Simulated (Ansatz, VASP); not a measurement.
**Two plane-wave programs on MoS2**

```
Mo S
1.0
     3.02340    0.00000    0.00000
    -1.51170    2.61834    0.00000
     0.00000    0.00000   12.31350
Mo S
2 4
Cartesian
  1.5117 0.8728 3.0801
  0.0000 1.7456 9.2334
  0.0000 1.7456 4.6742
  1.5117 0.8728 10.8274
  0.0000 1.7456 1.4861
  1.5117 0.8728 7.6393
```

Alike in both runs: task single point; functional PBE; dispersion D3(BJ); k mesh 12 × 12 × 4; occupations gaussian, width 0.05 eV; no spin polarisation.

|  | VASP | Ansatz |
| --- | --- | --- |
| version | VASP 6.6.1 | Ansatz 0.2.0 |
| potentials or method | VASP PAW PBE potentials, release 64 (Mo_sv, S), cutoff 520 eV | scalar-relativistic, plane waves, PAW |
| valence electrons in the cell | 52 | 52 |

Ansatz gave:

* gap on the k mesh at the Fermi level (eV): 0.98
* least direct gap on the mesh (eV): 2.08
* pressure (GPa): 10.6
* traceless stress, the component that is largest in VASP (GPa): -7.36
* rms of the force components (eV/Å): 0.175

Problem. Which values does VASP return?

Solution. gap on the k mesh at the Fermi level (eV): 0.99; least direct gap on the mesh (eV): 2.08; pressure (GPa): 10.5; traceless stress, the component that is largest in VASP (GPa): -7.43; rms of the force components (eV/Å): 0.166.

Atom by atom the forces differ by 0.009 eV/Å (rms over components).
